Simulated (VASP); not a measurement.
Runs of VASP 6.6.1 on BeH2. The structure is that of space group Fm-3m (No. 225), or close to it. The cells are those of the table. 

| task | level | cell | k mesh | cutoff (eV) | gap on the mesh (eV) | pressure (GPa) | relaxed volume (Å³/atom) |
| --- | --- | --- | --- | --- | --- | --- | --- |
| relaxation of cell and atoms | r2SCAN+rVV10 | relaxed from a = 2.786 Å, angles 60.0°, 3 atoms | 10 × 10 × 10 | 660 | none | 0.0 | 5.13 |
| single point | PBEsol | a = 2.786 Å, angles 60.0°, 3 atoms | 12 × 12 × 12 | 600 | none | 0.2 | - |
| single point | r2SCAN+rVV10 | a = 2.791 Å, angles 60.0°, 3 atoms | 12 × 12 × 12 | 660 | none | -0.2 | - |
| single point | r2SCAN+rVV10 | a = 2.791 Å, angles 60.0°, 3 atoms | 10 × 10 × 10 | 660 | none | 0.1 | - |
| relaxation of cell and atoms | PBEsol | relaxed from a = 2.194 Å, angles 60.0°, 3 atoms | 12 × 12 × 12 | 600 | none | 0.1 | (a) |

Alike in all rows: potentials or basis VASP PAW PBE potentials, release 64 (Be, H); no spin polarisation; smearing fermi-dirac 0.03 eV.

Problem. Estimate the missing entries.

Solution. (a) 5.03.

Caveats: the structure was generated, so it needn't be the stable form of BeH2; the PAW data sets were made with another functional, which shifts forces and pressure a little; the volume moved by over 15 % at a fixed basis, so the end points are rough (at least some runs).

A gap of «none» marks levels without a gap at the run's occupations.
